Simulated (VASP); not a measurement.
Runs of VASP 6.6.1 on AlN. The structure is that of space group F-43m (No. 216), or close to it. The cells are those of the table. 

| task | cell | gap on the mesh (eV) | pressure (GPa) |
| --- | --- | --- | --- |
| single point | a = 3.074 Å, angles 60.0°, 2 atoms | 3.33 | (b) |
| single point | a = 3.093 Å, angles 60.0°, 2 atoms | 3.32 | 3.6 |
| relaxation of cell and atoms | relaxed to 4 GPa from a = 3.089 Å, angles 60.0°, 2 atoms | 3.32 | 4.0 |
| single point | a = 3.113 Å, angles 60.0°, 2 atoms | 3.31 | -0.4 |
| relaxation of cell and atoms | relaxed to 8 GPa from a = 3.089 Å, angles 60.0°, 2 atoms | 3.33 | 8.0 |
| relaxation of cell and atoms | relaxed to 2 GPa from a = 3.089 Å, angles 60.0°, 2 atoms | 3.31 | 2.0 |
| single point | a = 3.083 Å, angles 60.0°, 2 atoms | 3.32 | (a) |
| relaxation of cell and atoms | relaxed to 6 GPa from a = 3.089 Å, angles 60.0°, 2 atoms | 3.32 | 6.0 |
| single point | a = 3.103 Å, angles 60.0°, 2 atoms | 3.31 | 1.6 |
| relaxation of cell and atoms | relaxed from a = 3.089 Å, angles 60.0°, 2 atoms | 3.31 | 0.0 |

Alike in all rows: level PBE; potentials or basis VASP PAW PBE potentials, release 64 (Al, N); no spin polarisation; k mesh 8 × 8 × 8; cutoff (eV) 600; smearing methfessel-paxton 0.1 eV.

Q: Fill in the values left out.

A: (a) 5.6; (b) 7.6.

Caveats: the cell is relaxed towards a set pressure, so the enthalpy falls and the energy may rise (some runs).

A k mesh can miss the band edges.
